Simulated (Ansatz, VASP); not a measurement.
**SiNi3: VASP beside Ansatz**

```xyz
4
Lattice="3.4612 0.0000 0.0000 0.0000 3.4612 0.0000 0.0000 0.0000 3.4612" Properties=species:S:1:pos:R:3 pbc="T T T"
Si    0.0000    0.0000    0.0000
Ni    0.0000    1.7306    1.7306
Ni    1.7306    0.0000    1.7306
Ni    1.7306    1.7306    0.0000
```

Alike in both runs: functional PBEsol; k mesh 12 × 12 × 12; occupations gaussian, width 0.1 eV; no spin polarisation.

Ansatz relaxed the structure, and its values are those at the end. VASP's run is a single point on that final structure, the one shown.

```csv
,VASP,Ansatz
version,VASP 6.6.1,Ansatz 0.2.0
potentials or method,"VASP PAW PBE potentials, release 64 (Si, Ni), cutoff 520 eV","scalar-relativistic, plane waves, PAW"
valence electrons in the cell,34,58
```

```csv
,VASP,Ansatz,Ansatz less VASP
gap on the k mesh at the Fermi level (eV),none,none,-
pressure (GPa),0.2,0.0,-0.24
```

VASP's potentials were made for PBE, not for PBEsol. A gap of «none» marks a metal or a gap that the smearing closes. The functional is the same, so the differences come from potentials, cutoffs and numerics. VASP's potentials hold 34 valence electrons a cell and Ansatz's 58, so a difference there can come from the potentials and not from the codes.
